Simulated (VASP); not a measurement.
# Ge5Br (P6/mmm) in VASP: further runs, part 2 of 2

VASP 6.6.1. Earlier steps stand in the parts before.

### 3 Single point, PBE

This run uses another cell than the first one, of 23.41 Å³/atom.

INCAR

```
PREC = Accurate ; ENCUT = 520
EDIFF = 1E-7 ; ISMEAR = 0
SIGMA = 0.1 ; LREAL = False
LASPH = True ; NELM = 100
ALGO = Normal ; ISIF = 2
LWAVE = False ; LCHARG = False
GGA = PE ; NBANDS = 48
```

KPOINTS

```
regular mesh
0
Gamma
  12 12 6
```

POSCAR

```
Ge5Br
1.0
    4.5429596697     -0.0000000027      0.0000000000
   -2.2714798325      3.9343184836      0.0000000000
    0.0000000000      0.0000000000      7.8591716316
Ge Br
5 1
Direct
    0.6666666667      0.3333333333      0.8097723175
    0.0000000000      0.0000000000      0.0000000000
    0.6666666667      0.3333333333      0.1902276825
    0.3333333333      0.6666666667      0.1902276825
    0.3333333333      0.6666666667      0.8097723175
    0.0000000000      0.0000000000      0.5000000000
```

Potentials or basis: VASP PAW PBE potentials, release 64 (Ge_d, Br).

Launch:

```sh
$ cat potpaw_PBE.64/Ge_d/POTCAR potpaw_PBE.64/Br/POTCAR > POTCAR
$ mpirun -np 1 vasp_std > vasp.out
```

OUTCAR:

```text
PREC = Accurate
   ENCUT = 520
   EDIFF = 1E-7
   ISMEAR = 0
   LREAL = False
   LASPH = True
   NELM = 100
   ISIF = 2
   GGA = PE

 ion  position               nearest neighbor table
   1  0.667  0.333  0.810-   5 2.62   5 2.62   5 2.62
   2  0.000  0.000  0.000-
   3  0.667  0.333  0.190-   4 2.62   4 2.62   4 2.62
   4  0.333  0.667  0.190-   3 2.62   3 2.62   3 2.62
   5  0.333  0.667  0.810-   1 2.62   1 2.62   1 2.62
   6  0.000  0.000  0.500-

  LATTYP: Found a hexagonal cell.
 ALAT       =     4.5429596697
 C/A-ratio  =     1.7299672907

  Lattice vectors:

 A1 = (   4.5429596697,  -0.0000000027,   0.0000000000)
 A2 = (  -2.2714798325,   3.9343184836,   0.0000000000)
 A3 = (   0.0000000000,   0.0000000000,   7.8591716316)

Analysis of symmetry for initial positions (statically):
=====================================================================
 Subroutine PRICEL returns:
 Original cell was already a primitive cell.

 Routine SETGRP: Setting up the symmetry group for a
 hexagonal supercell.

 Subroutine GETGRP returns: Found 24 space group operations
 (whereof 24 operations were pure point group operations)
 out of a pool of 24 trial point group operations.

The static configuration has the point symmetry D_6h.

Analysis of symmetry for dynamics (positions and initial velocities):
=====================================================================
 Subroutine PRICEL returns:
 Original cell was already a primitive cell.

 Routine SETGRP: Setting up the symmetry group for a
 hexagonal supercell.

 Subroutine GETGRP returns: Found 24 space group operations
 (whereof 24 operations were pure point group operations)
 out of a pool of 24 trial point group operations.

The dynamic configuration has the point symmetry D_6h.

 Subroutine INISYM returns: Found 24 space group operations
[... 125 lines left out ...]
     AMIX_MAG =   1.60;   BMIX_MAG =  1.00
  volume/ion in A,a.u.               =      23.41       157.99
  Fermi-wavevector in a.u.,A,eV,Ry     =   1.339810  2.531875 24.423709  1.795092
  Thomas-Fermi vector in A             =   2.468173
   LORBIT       =      0    0 simple, 1 ext, 2 COOP (PROOUT), +10 PAW based schemes
   GGA     = PE    functional components
   LHFCALC =     F    Hartree Fock is set to
   AEXX    =    0.0000 exact exchange contribution
   IVDW    =     0    specifies the selected vdW correction
   LEPSILON=     F    determine dielectric tensor
   LRPA    =     F    only Hartree local field effects (RPA)
 non-spin polarized calculation
 Gauss-broadening in eV      SIGMA  =   0.10
  energy-cutoff  :      520.00
  volume of cell :      140.47
 maximum number of plane-waves:      3839
 NGX is ok and might be reduce to    36
   NGX = 17   NGY = 17   NGZ = 29

 number of electron      77.0000051 magnetization

 Free energy of the ion-electron system (eV)
  ---------------------------------------------------
  ext. energy  EPLUGINS =         0.00000000
  ---------------------------------------------------
  free energy    TOTEN  =       -22.68345776 eV

  energy without entropy =      -22.66024243  energy(sigma->0) =      -22.67185010

 E-fermi :   4.1201     XC(G=0):  -9.9223

 val. band max:        4.1186564967   @ k =   0.2500   0.0833   0.1667
 cond. band min:       4.1335795760   @ k =   0.2500  -0.0000   0.3333
 fundamental gap:      0.0149230794
 Fermi energy:         4.1200775186

 k-point     1 :       0.0000    0.0000    0.0000
  band No.  band energies     occupation
      1     -20.6459      2.00000
      2     -20.6065      2.00000
      3     -20.6065      2.00000
      4     -20.6014      2.00000
      5     -20.5654      2.00000
      6     -20.5654      2.00000
[... 1213 lines left out ...]
     47       9.3573      0.00000
     48       9.6370      0.00000

 [... further k-points ...]

------------------------ aborting loop because EDIFF is reached ----------------------------------------

  FORCE on cell =-STRESS in cart. coord.  units (eV):
  Direction    XX          YY          ZZ          XY          YZ          ZX
  --------------------------------------------------------------------------------------
  -------------------------------------------------------------------------------------
  Total       -0.0025713     -0.0025713     -0.0098957     -0.0000000      0.0000000      0.0000000
  in kB       -0.0293281     -0.0293281     -0.1128682     -0.0000000      0.0000000      0.0000000
  external PRESSURE =      -0.0571748 kB  Pullay stress =       0.0000000 kB

 VOLUME and BASIS-vectors are now :
 -----------------------------------------------------------------------------
  energy-cutoff  :      520.00
  volume of cell :      140.47
      direct lattice vectors                 reciprocal lattice vectors
     4.542959670 -0.000000003  0.000000000     0.220120818  0.127086814  0.000000000
    -2.271479832  3.934318484  0.000000000     0.000000000  0.254173627  0.000000000
     0.000000000  0.000000000  7.859171632     0.000000000  0.000000000  0.127239873

 POSITION                                       TOTAL-FORCE (eV/Angst)
 -----------------------------------------------------------------------------------
      2.27148      1.31144      6.36414        -0.000000     -0.000000     -0.006987
      0.00000      0.00000      0.00000        -0.000000     -0.000000      0.000000
      2.27148      1.31144      1.49503        -0.000000     -0.000000      0.006987
      0.00000      2.62288      1.49503         0.000000      0.000000      0.006987
      0.00000      2.62288      6.36414         0.000000     -0.000000     -0.006987
      0.00000      0.00000      3.92959        -0.000000     -0.000000      0.000000
 -----------------------------------------------------------------------------------
    total drift:                               -0.000000      0.000000      0.000000

  FREE ENERGIE OF THE ION-ELECTRON SYSTEM (eV)
  ---------------------------------------------------
  free  energy   TOTEN  =       -22.6834577576 eV

  energy  without entropy=      -22.6602424349  energy(sigma->0) =      -22.67185010
```

Wall time 7.7 min (1 thread of Intel Xeon Platinum 8488C (Sapphire Rapids), shared host); peak memory 0.52 GiB.

What came out:

* Free energy: -22.6835 eV
* Pressure: 0.0 GPa
* Largest force: 0.007 eV/Å
* Band gap on the k mesh: zero (an odd number of electrons rules out a gap without spin polarisation)

Forces on the atoms (eV/Å):
```
Ge   0.000  0.000 -0.007
Ge   0.000  0.000  0.000
Ge   0.000  0.000  0.007
Ge   0.000  0.000  0.007
Ge   0.000  0.000 -0.007
Br   0.000  0.000  0.000
```

Levels at points of the mesh, in eV from the Fermi level:
```tsv
k point	band 34	band 35	band 36	band 37	band 38	band 39	band 40	band 41	band 42	band 43
(0.00, 0.00, 0.00)	-2.30	-1.96	-1.96	-1.82	-1.08	-1.08	-1.03	-1.03	0.41	2.33
(0.50, 0.00, 0.00)	-2.58	-2.23	-1.74	-0.81	-0.69	-0.57	1.96	2.13	2.93	4.08
(0.00, 0.00, 0.50)	-2.27	-1.72	-1.72	-1.45	-1.45	-1.08	-1.08	-0.38	-0.08	2.61
(0.50, 0.00, 0.50)	-2.70	-2.56	-2.50	-1.41	-1.02	0.20	2.61	2.66	2.83	2.83
```

Caveat: an odd number of electrons without spin polarisation forces a metal; a magnetic or distorted state may lie lower.

The gap in the log of VASP goes by the Fermi energy; the results here count the filled bands.